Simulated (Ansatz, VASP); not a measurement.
# One calculation of Cs, two programs

INCAR

```
SYSTEM = Cs
PREC = Accurate ; ENCUT = 520
EDIFF = 1E-7 ; ISMEAR = 0
SIGMA = 0.15 ; LREAL = .False.
LASPH = .True. ; NELM = 100
ALGO = Fast ; ISIF = 2
LWAVE = .False. ; LCHARG = .False.
NBANDS = 10
```

The input KPOINTS:

```
regular mesh
0
Gamma
  12 12 12
  0 0 0
```

The input POSCAR:

```
Cs
1.0
   -3.2643000000      3.2643000000      3.0225000000
    3.2643000000     -3.2643000000      3.0225000000
    3.2643000000      3.2643000000     -3.0225000000
Cs
1
Direct
    0.0000000000      0.0000000000      0.0000000000
```

Input for Ansatz:

```yaml
crystal:
  lattice:
    - [-3.2643, 3.2643, 3.0225]
    - [3.2643, -3.2643, 3.0225]
    - [3.2643, 3.2643, -3.0225]
  atoms:
    - { symbol: Cs, position: [0.0, 0.0, 0.0] }
basis:
  ecutwfc: 420
kpoints:
  mp_grid: { grid: [12, 12, 12] }
hamiltonian:
  xc: lda
scf:
  occupations: { method: gaussian, width: 0.15 }
output:
  forces: true
  stress: true
  eigenvalues: true
```

Change from the starting cell: strain +0.080 along x and y, +0.000 along z, atoms carried along.

Alike in both runs: task single point; functional LDA; k mesh 12 × 12 × 12; occupations gaussian, width 0.15 eV; no spin polarisation.

|  | VASP | Ansatz |
| --- | --- | --- |
| version | VASP 6.6.1 | Ansatz 0.2.0 |
| potentials or method | VASP PAW LDA potentials, release 64 (Cs_sv), cutoff 520 eV | scalar-relativistic, plane waves, PAW |
| valence electrons in the cell | 9 | 9 |

```csv
,VASP,Ansatz,Ansatz less VASP
gap on the k mesh at the Fermi level (eV),none,none,-
pressure (GPa),-0.4,-0.4,+0.01
```

LDA's correlation is that of Perdew and Zunger in VASP and of Perdew and Wang (1992) in Ansatz. A gap of «none» marks a metal or a gap that the smearing closes.

Spin-orbit coupling is off throughout.
